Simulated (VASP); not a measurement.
Write the native input for VASP 6.6.1 that does the following.

```yaml
Task: electric field gradients
Functional: PBE
Potentials_or_basis: VASP PAW PBE potentials, release 64 (Al, N)
Cutoff: 520 eV
k_mesh: 11 × 11 × 6
Occupations: fermi-dirac, width 0.02 eV
Spin: no spin polarisation
Dipole_correction: no
Further_INCAR_settings: ALGO = Normal; EDIFF = 1e-08; NBANDS = 16
```

The structure of AlN lies in POSCAR:

```
AlN
1.0
    3.1110021516      0.0311100215      0.0311100215
   -1.5285590069      2.6786518837      0.0113870582
    0.0497800000      0.0497800000      4.9780000000
Al N
2 2
Direct
    0.3333333333      0.6666666667      0.0000000000
    0.6666666667      0.3333333333      0.5000000000
    0.3333333333      0.6666666667      0.3850000000
    0.6666666667      0.3333333333      0.8850000000
```

This cell differs from its parent crystal: equal xy, yz and zx shear strains of +2 %.

The input as run:

INCAR

```
PREC     = Accurate       # precision mode
ENCUT    = 520            # plane-wave cutoff, eV
EDIFF    = 1E-8           # SCF threshold, eV
ISMEAR   = -1             # smearing method
SIGMA    = 0.02           # smearing width, eV
LREAL    = False          # projectors in reciprocal space
LASPH    = True           # aspherical terms in the spheres
NELM     = 60             # most SCF steps
ALGO     = Normal         # electronic algorithm
ISIF     = 2              # what is computed and relaxed
LWAVE    = False          # write WAVECAR
LCHARG   = False          # write CHGCAR
GGA      = PE             # functional
LEFG     = True         
NBANDS   = 16             # bands
```

KPOINTS

```
regular mesh
0
Gamma
  11 11 6
```

Potentials or basis: VASP PAW PBE potentials, release 64 (Al, N).

Launch:

```sh
$ cat potpaw_PBE.64/Al/POTCAR potpaw_PBE.64/N/POTCAR > POTCAR
$ mpirun -np 1 vasp_std > vasp.out
```

Results of the run:

The pressure is 3.9 GPa. The largest force is 0.381 eV/Å. The band gap on the k mesh is 4.13 eV. The largest electric field gradient by atom is Al +9.2, +8.9; N +4.5, +5.2 V/Å².

Caveat: the cell differs from its parent crystal (equal xy, yz and zx shear strains of +2 %); the cell stands under pressure; without QUAD_EFG the Cq values of the log hold for a quadrupole moment of 1 mb, not for the nuclei; an odd mesh through Γ misses points on the zone boundary, where band edges can lie.

Run time: 110 s on 1 thread of Intel(R) Xeon(R) 6975P-C (Granite Rapids), with other jobs on the host, peak memory 0.3 GiB.
